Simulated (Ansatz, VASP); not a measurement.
## BaHfO3 in VASP and in Ansatz

```
Ba Hf O
1.0
     4.17756    0.00000    0.00000
     0.00000    4.17756    0.00000
     0.00000    0.00000    4.17758
Ba Hf O
1 1 3
Cartesian
  2.0888 2.0888 4.1683
  0.0000 0.0000 2.0807
  0.0000 2.0888 2.0806
  2.0888 0.0000 2.0806
  0.0000 0.0000 4.1696
```

Alike in both runs: functional r2SCAN; k mesh 6 × 6 × 6; occupations gaussian, width 0.02 eV; no spin polarisation.

Ansatz relaxed the structure, and its values are those at the end. VASP's run is a single point on that final structure, the one shown.

```csv
,VASP,Ansatz
version,VASP 6.6.1,Ansatz 0.2.0
potentials or method,"VASP PAW PBE potentials, release 64 (Ba_sv, Hf_pv, O), cutoff 520 eV","scalar-relativistic, plane waves, PAW"
valence electrons in the cell,38,54
```

VASP gave:

* gap on the k mesh at the Fermi level (eV): 4.11
* least direct gap on the mesh (eV): 4.35
* pressure (GPa): -0.8

**Question.** Which values does Ansatz return?

**Answer.** gap on the k mesh at the Fermi level (eV): 4.19; least direct gap on the mesh (eV): 4.32; pressure (GPa): -0.1.

VASP's potentials were made for PBE, not for r2SCAN. With one functional, cell and mesh, what is left measures potentials, basis and numerics. VASP's potentials hold 38 valence electrons a cell and Ansatz's 54, so a difference there can come from the potentials and not from the codes.

Spin-orbit coupling is off throughout.
